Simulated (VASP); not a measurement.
Input of a VASP 6.6.1 run:

INCAR

```
SYSTEM = Si
  PREC = Accurate
  ENCUT = 520
  EDIFF = 1E-6
  ISMEAR = 0
  SIGMA = 0.05
  LREAL = .FALSE.
  LASPH = .TRUE.
  NELM = 60
  ALGO = Normal
  ISIF = 2
  LWAVE = .FALSE.
  LCHARG = .FALSE.
  NBANDS = 11
```

The input KPOINTS:

```
regular mesh
0
G
  12 12 12
  0 0 0
```

Contents of POSCAR:

```
Si
1.0
    0.0000000000      2.8090125298      2.7009735863
    2.8090125298      0.0000000000      2.7009735863
    2.8090125298      2.8090125298      0.0000000000
Si
2
Direct
    0.5066642636      0.4933357364      0.4933357364
    0.7433357364      0.7566642636      0.7566642636
```

Potentials or basis: VASP PAW LDA potentials, release 64 (Si).

Launch:

```sh
$ cat potpaw_LDA.64/Si/POTCAR > POTCAR
$ mpirun -np 1 vasp_std > vasp.out
```

Predict the band gap on the k mesh.

zero (band 4 reaches 5.57 eV, above the bottom of band 5 at 5.49 eV).

What does it give for the largest force?

0.858 eV/Å.

Forces on the atoms (eV/Å):
```
Si   0.858  0.000  0.000
Si  -0.858  0.000  0.000
```
